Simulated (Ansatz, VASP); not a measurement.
**CdS in VASP and in Ansatz**

File INCAR:

```
ALGO = Normal
EDIFF = 1E-7
ENCUT = 520
ISIF = 2
ISMEAR = -1
LASPH = T
LCHARG = T
LELF = T
LREAL = F
LVHAR = T
LWAVE = F
NBANDS = 16
NELM = 100
PREC = Accurate
SIGMA = 0.03
```

The input KPOINTS:

```
k-points
0
Gamma
  9 9 9
```

File POSCAR:

```
CdS
1.0
    0.0000000000      2.9100000000      2.9100000000
    2.9100000000      0.0000000000      2.9100000000
    2.9100000000      2.9100000000      0.0000000000
Cd S
1 1
Direct
    0.0000000000      0.0000000000      0.0000000000
    0.7500000000      0.7500000000      0.7500000000
```

Input for Ansatz:

```yaml
crystal:
  lattice:
    - [0.0, 2.91, 2.91]
    - [2.91, 0.0, 2.91]
    - [2.91, 2.91, 0.0]
  atoms:
    - { symbol: Cd, position: [0.0, 0.0, 0.0] }
    - { symbol: S, position: [0.75, 0.75, 0.75] }
kpoints:
  mp_grid: { grid: [9, 9, 9] }
  band_path:
    path:
      - [0.0, 0.0, 0.0]
      - [-0.5, -0.5, 0.0]
      - [-0.375, -0.375, 0.25]
      - [-0.375, 0.0, 0.375]
      - [0.0, 0.0, 0.0]
      - [0.0, 0.0, 0.5]
      - [-0.5, -0.25, 0.25]
      - [-0.5, -0.5, 0.0]
    npoints: 5
scf:
  occupations: { method: fermi_dirac, width: 0.03 }
hamiltonian:
  xc: lda
  pseudopotentials: { kind: all_electron, lapw: { basis_error: 0.0005 } }
output:
  forces: true
  stress: true
  eigenvalues: true
```

Alike in both runs: task single point; functional LDA; k mesh 9 × 9 × 9; occupations fermi-dirac, width 0.03 eV; no spin polarisation.

|  | VASP | Ansatz |
| --- | --- | --- |
| version | VASP 6.6.1 | Ansatz 0.2.0 |
| potentials or method | VASP PAW LDA potentials, release 64 (Cd, S), cutoff 520 eV | all-electron LAPW, scalar-relativistic |

|  | VASP | Ansatz | Ansatz less VASP |
| --- | --- | --- | --- |
| pressure (GPa) | -1.6 | -2.1 | -0.46 |

LDA's correlation is that of Perdew and Zunger in VASP and of Perdew and Wang (1992) in Ansatz. Ansatz ran all-electron here, and VASP with PAW potentials.
